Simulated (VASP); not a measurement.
# Pb (Fm-3m) in VASP: a series of runs

Runs on Pb. Level: LDA. Tasks: relaxation of cell and atoms.

All numbers are computed with VASP 6.6.1; they aren't measurements. Logs are shortened: lines on timing, memory, paths and dates and some standing lists are left out, and cuts for length are marked.

**1. The cell of the first run**

Symmetry: Fm-3m, No. 225, cubic system. The conventional cell has a = 4.881 Å, b = 4.881 Å, c = 4.881 Å, α = 90.00°, β = 90.00°, γ = 90.00°. Within 4.5 Å of Pb (site symmetry m-3m) lie 12 Pb at 3.45 Å.

**2. Relaxation of cell and atoms, LDA, target pressure 4 GPa, at which the enthalpy is minimised**

File INCAR:

```
PREC = Accurate
ENCUT = 600
EDIFF = 1E-6
ISMEAR = -1
SIGMA = 0.08
LREAL = False
LASPH = True
NELM = 100
ALGO = Normal
ISIF = 3
LWAVE = False
LCHARG = False
IBRION = 2
NSW = 100
EDIFFG = -0.002
PSTRESS = 40.0
```

File KPOINTS:

```
regular mesh
0
Gamma
  20 20 20
```

File POSCAR:

```
Pb
1.0
    0.0000000000      2.4405922672      2.4405922672
    2.4405922672      0.0000000000      2.4405922672
    2.4405922672      2.4405922672      0.0000000000
Pb
1
Direct
    0.0000000000      0.0000000000      0.0000000000
```

Potentials or basis: VASP PAW LDA potentials, release 64 (Pb_d).

On the command line:

```console
$ cat potpaw_LDA.64/Pb_d/POTCAR > POTCAR
$ mpirun -np 1 vasp_std > vasp.out
```

OUTCAR:

```text
PREC = Accurate
   ENCUT = 600
   EDIFF = 1E-6
   ISMEAR = -1
   LREAL = False
   LASPH = True
   NELM = 100
   ISIF = 3
   IBRION = 2
   NSW = 100
   EDIFFG = -0.002
   PSTRESS = 40.0

 ion  position               nearest neighbor table
   1  0.000  0.000  0.000-

  LATTYP: Found a face centered cubic cell.
 ALAT       =     4.8811845344

  Lattice vectors:

 A1 = (   0.0000000000,   2.4405922672,   2.4405922672)
 A2 = (   2.4405922672,   0.0000000000,   2.4405922672)
 A3 = (   2.4405922672,   2.4405922672,   0.0000000000)

Analysis of symmetry for initial positions (statically):
=====================================================================
 Subroutine PRICEL returns:
 Original cell was already a primitive cell.

 Routine SETGRP: Setting up the symmetry group for a
 face centered cubic supercell.

 Subroutine GETGRP returns: Found 48 space group operations
 (whereof 48 operations were pure point group operations)
 out of a pool of 48 trial point group operations.

The static configuration has the point symmetry O_h .

Analysis of symmetry for dynamics (positions and initial velocities):
=====================================================================
 Subroutine PRICEL returns:
 Original cell was already a primitive cell.

 Routine SETGRP: Setting up the symmetry group for a
 face centered cubic supercell.

 Subroutine GETGRP returns: Found 48 space group operations
 (whereof 48 operations were pure point group operations)
 out of a pool of 48 trial point group operations.

The dynamic configuration has the point symmetry O_h .

 Subroutine INISYM returns: Found 48 space group operations
 (whereof 48 operations are pure point group operations),
 and found     1 'primitive' translations

----------------------------------------------------------------------------------------

                                     Primitive cell

  volume of cell :      29.0747

  direct lattice vectors                    reciprocal lattice vectors
     0.000000000  2.440592267  2.440592267    -0.204868305  0.204868305  0.204868305
     2.440592267  0.000000000  2.440592267     0.204868305 -0.204868305  0.204868305
     2.440592267  2.440592267  0.000000000     0.204868305  0.204868305 -0.204868305

  length of vectors
[... 92 lines left out ...]
   NUPDOWN=      -1.0000    fix difference up-down
   EMIN   =  10.00;   EMAX   =-10.00  energy-range for DOS
   EFERMI =   0.00;   METHOD = LEGACY
   ISMEAR =    -1;   SIGMA  =   0.08  broadening in eV -4-tet -1-fermi 0-gaus
   EFERMI_NEDOS =   21; number of points for ismear=-14 and -15
   IALGO  =     38    algorithm
   IMIX   =      4    mixing-type and parameters
     AMIX     =   0.40;   BMIX     =  1.00
     AMIX_MAG =   1.60;   BMIX_MAG =  1.00
  volume/ion in A,a.u.               =      29.07       196.21
  Fermi-wavevector in a.u.,A,eV,Ry     =   1.283154  2.424810 22.401794  1.646485
  Thomas-Fermi vector in A             =   2.415424
   LORBIT       =      0    0 simple, 1 ext, 2 COOP (PROOUT), +10 PAW based schemes
   GGA     = CA    functional components
   LHFCALC =     F    Hartree Fock is set to
   AEXX    =    0.0000 exact exchange contribution
   IVDW    =     0    specifies the selected vdW correction
   LEPSILON=     F    determine dielectric tensor
   LRPA    =     F    only Hartree local field effects (RPA)
 conjugate gradient relaxation of ions
 non-spin polarized calculation
  energy-cutoff  :      600.00
  volume of cell :       29.07
 maximum number of plane-waves:       990
   NGX = 13   NGY = 13   NGZ = 13

--------------------------------------- Ionic step        1  -------------------------------------------

 number of electron      13.9999999 magnetization

 Free energy of the ion-electron system (eV)
  ---------------------------------------------------
  ext. energy  EPLUGINS =         0.00000000
  ---------------------------------------------------
  free energy    TOTEN  =        -4.25938946 eV

  energy without entropy =       -4.24907513  energy(sigma->0) =       -4.25423230

------------------------ aborting loop because EDIFF is reached ----------------------------------------

  FORCE on cell =-STRESS in cart. coord.  units (eV):
  Direction    XX          YY          ZZ          XY          YZ          ZX
  --------------------------------------------------------------------------------------
  -------------------------------------------------------------------------------------
  Total        0.0205216      0.0205216      0.0205216      0.0000000     -0.0000000      0.0000000
  in kB        1.1308515      1.1308515      1.1308515      0.0000000     -0.0000000      0.0000000
  external PRESSURE =     -38.8691485 kB  Pullay stress =      40.0000000 kB
[... 283 lines left out ...]
--------------------------------------- Ionic step        9  -------------------------------------------

 number of electron      14.0000002 magnetization

 Free energy of the ion-electron system (eV)
  ---------------------------------------------------
  ext. energy  EPLUGINS =         0.00000000
  ---------------------------------------------------
  free energy    TOTEN  =        -4.23779443 eV

  energy without entropy =       -4.22797712  energy(sigma->0) =       -4.23288578

 E-fermi :   8.3316     XC(G=0): -10.9670

 val. band max:        8.3313149166   @ k =  -0.3000   0.3000   0.1000
 cond. band min:       8.3465645267   @ k =   0.3500   0.1500   0.0500
 fundamental gap:      0.0152496101
 Fermi energy:         8.3315703480

 k-point     1 :       0.0000    0.0000    0.0000
  band No.  band energies     occupation
      1      -8.8520      2.00000
      2      -8.8520      2.00000
      3      -8.8520      2.00000
      4      -8.6565      2.00000
      5      -8.6565      2.00000
      6      -4.2719      2.00000
      7      16.4578      0.00000
      8      16.4578      0.00000
      9      16.4578      0.00000
     10      18.1206      0.00000
     11      21.0780      0.00000
[... 309 lines left out ...]
 k-point    24 :      -0.3500    0.0500    0.0000
  band No.  band energies     occupation
      1      -8.8942      2.00000
      2      -8.8225      2.00000
      3      -8.8172      2.00000
      4      -8.5408      2.00000
      5      -8.5134      2.00000
      6      -1.3823      2.00000
      7       5.7776      2.00000
      8      13.8123      0.00000
      9      14.9187      0.00000
     10      17.6843      0.00000
     11      19.2257      0.00000

 [... further k-points ...]

------------------------ aborting loop because EDIFF is reached ----------------------------------------

  FORCE on cell =-STRESS in cart. coord.  units (eV):
  Direction    XX          YY          ZZ          XY          YZ          ZX
  --------------------------------------------------------------------------------------
  -------------------------------------------------------------------------------------
  Total        0.6820323      0.6820323      0.6820323     -0.0000000     -0.0000000     -0.0000000
  in kB       40.0293895     40.0293895     40.0293895     -0.0000000     -0.0000000     -0.0000000
  external PRESSURE =       0.0293895 kB  Pullay stress =      40.0000000 kB
[... 20 lines left out ...]
  energy  without entropy=       -4.2279771178  energy(sigma->0) =       -4.23288578

  enthalpy is  TOTEN    =        -3.5562628381 eV   P V=        0.6815315947

 reached required accuracy - stopping structural energy minimisation
```

CONTCAR:

```text
Pb
   1.00000000000000
     0.0000000000000000    2.3898402047671090    2.3898402047671090
     2.3898402047671090   -0.0000000000000000    2.3898402047671090
     2.3898402047671090    2.3898402047671090   -0.0000000000000000
  Pb
     1
Direct
     0.0000000000000000    0.0000000000000000    0.0000000000000000

  0.00000000E+00  0.00000000E+00  0.00000000E+00
```

Wall time 2.8 min (1 thread of Intel Xeon 6975P-C (Granite Rapids), shared host); peak memory 0.23 GiB.

Results:

| Quantity | Value |
| --- | --- |
| Free energy | -4.2378 eV |
| Relaxed volume | 27.30 Å³/atom |
| Relaxed cell | a = 3.380 Å, b = 3.380 Å, c = 3.380 Å, α = 60.00°, β = 60.00°, γ = 60.00° |
| Space group after relaxing (to 0.1 Å) | Fm-3m (No. 225) |
| Energy change on relaxing (the run minimises the enthalpy) | +21.6 meV/atom |
| Ionic steps | 9 |
| Pressure after relaxing | 4.0 GPa |
| Band gap on the k mesh | zero (bands 7 and 8 overlap by 10.07 eV) |

The path:
```csv
step,energy change (eV),largest force (eV/Å),pressure (GPa),volume (Å³)
1,0.0000,0.0000,0.11,29.07
2,0.0594,0.0000,7.20,26.21
3,0.0214,0.0000,3.99,27.31
4,0.0222,0.0000,4.03,27.27
5,0.0218,0.0000,4.06,27.29
6,0.0206,0.0000,3.98,27.34
7,0.0209,0.0000,3.92,27.32
8,0.0214,0.0000,3.96,27.30
9,0.0216,0.0000,4.00,27.30
```

Final structure:
```yaml
crystal:
  lattice:
    - [0.00000, 2.38984, 2.38984]
    - [2.38984, 0.00000, 2.38984]
    - [2.38984, 2.38984, 0.00000]
  atoms:
    - { symbol: Pb, position: [0.00000, 0.00000, 0.00000] }
```

Caveat: the cell is relaxed towards a set pressure, so the run minimises the enthalpy, not the energy; spin-orbit coupling is left out, which moves the levels of the heavy elements. Zero-point motion and thermal expansion aren't in these numbers.

**3. Relaxation of cell and atoms, LDA, target pressure 7 GPa, at which the enthalpy is minimised**

File INCAR:

```
SYSTEM = Pb
  PREC = Accurate
  ENCUT = 600
  EDIFF = 1E-6
  ISMEAR = -1
  SIGMA = 0.08
  LREAL = .FALSE.
  LASPH = .TRUE.
  NELM = 100
  ALGO = Normal
  ISIF = 3
  LWAVE = .FALSE.
  LCHARG = .FALSE.
  GGA = CA
  IBRION = 2
  NSW = 100
  EDIFFG = -0.002
  PSTRESS = 70.0
```

File KPOINTS:

```
Automatic mesh
0
G
  20 20 20
  0 0 0
```

POSCAR is that of step 2.

Potentials or basis: VASP PAW LDA potentials, release 64 (Pb_d).

On the command line:

```console
$ cat potpaw_LDA.64/Pb_d/POTCAR > POTCAR
$ mpirun -np 1 vasp_std > vasp.out
```

Run time: 2.1 min. Hardware: 1 thread of Intel Xeon 6975P-C (Granite Rapids), shared host; peak memory 0.23 GiB.

Results (log left out):

```
Free energy                                                : -4.2021 eV
Relaxed volume                                             : 26.25 Å³/atom
Relaxed cell                                               : a = 3.336 Å, b = 3.336 Å, c = 3.336 Å, α = 60.00°, β = 60.00°, γ = 60.00°
Space group after relaxing (to 0.1 Å)                      : Fm-3m (No. 225)
Energy change on relaxing (the run minimises the enthalpy) : +57.3 meV/atom
Ionic steps                                                : 8
Pressure after relaxing                                    : 7.0 GPa
Band gap on the k mesh                                     : zero (bands 7 and 8 overlap by 10.47 eV)
```

Step by step:
```tsv
step	energy change (eV)	largest force (eV/Å)	pressure (GPa)	volume (Å³)
1	0.0000	0.0000	0.11	29.07
2	0.2034	0.0000	15.62	24.13
3	0.0553	0.0000	6.89	26.30
4	0.0577	0.0000	6.98	26.24
5	0.0601	0.0000	7.16	26.19
6	0.0561	0.0000	6.95	26.28
7	0.0566	0.0000	6.96	26.27
8	0.0573	0.0000	7.00	26.25
```

Final structure:
```
Pb
1.0
     0.00000    2.35896    2.35896
     2.35896    0.00000    2.35896
     2.35896    2.35896    0.00000
Pb
1
Direct
  0.00000 0.00000 0.00000
```

Levels at points of the mesh, in eV from the Fermi level:
| k point | band 4 | band 5 | band 6 | band 7 | band 8 | band 9 | band 10 | band 11 |
| --- | --- | --- | --- | --- | --- | --- | --- | --- |
| (0.00, 0.00, 0.00) | -17.03 | -17.03 | -12.93 | 8.44 | 8.44 | 8.44 | 9.77 | 13.23 |
| (0.50, 0.00, 0.00) | -16.83 | -16.83 | -8.38 | -5.06 | 6.26 | 6.26 | 9.26 | 10.86 |
| (0.50, 0.50, 0.00) | -16.78 | -16.78 | -6.61 | -3.98 | 2.07 | 2.07 | 5.86 | 7.14 |

Caveat: the cell is relaxed towards a set pressure, so the run minimises the enthalpy, not the energy; spin-orbit coupling is left out, which moves the levels of the heavy elements. Zero-point motion and thermal expansion aren't in these numbers.
